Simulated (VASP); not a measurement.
Runs of VASP 6.6.1 on Rh. The structure is that of space group P6_3/mmc (No. 194), or close to it. The cells are those of the table. This isn't the form of Rh at room conditions, which is fcc.

```tsv
cell	gap on the mesh (eV)	pressure (GPa)
a = 2.609, b = 2.609, c = 4.217 Å, angles 90.0, 90.0, 120.0°, 2 atoms	none	44.8
a = 2.504, b = 2.504, c = 4.057 Å, angles 90.0, 90.0, 120.0°, 2 atoms	none	(a)
a = 2.266, b = 2.266, c = 3.686 Å, angles 90.0, 90.0, 120.0°, 2 atoms	none	531.5
a = 2.391, b = 2.391, c = 3.880 Å, angles 90.0, 90.0, 120.0°, 2 atoms	none	257.3
```

Alike in all rows: task single point; level PBE; potentials or basis VASP PAW PBE potentials, release 64 (Rh_pv); no spin polarisation; k mesh 18 × 18 × 10; cutoff (eV) 520; smearing fermi-dirac 0.1 eV.

Estimate the missing entries.

(a) 118.2.

Caveats: the cell stands under pressure.

A k mesh can miss the band edges, and the runs leave out spin-orbit coupling on Rh.

A gap of «none» marks levels without a gap at the run's occupations.
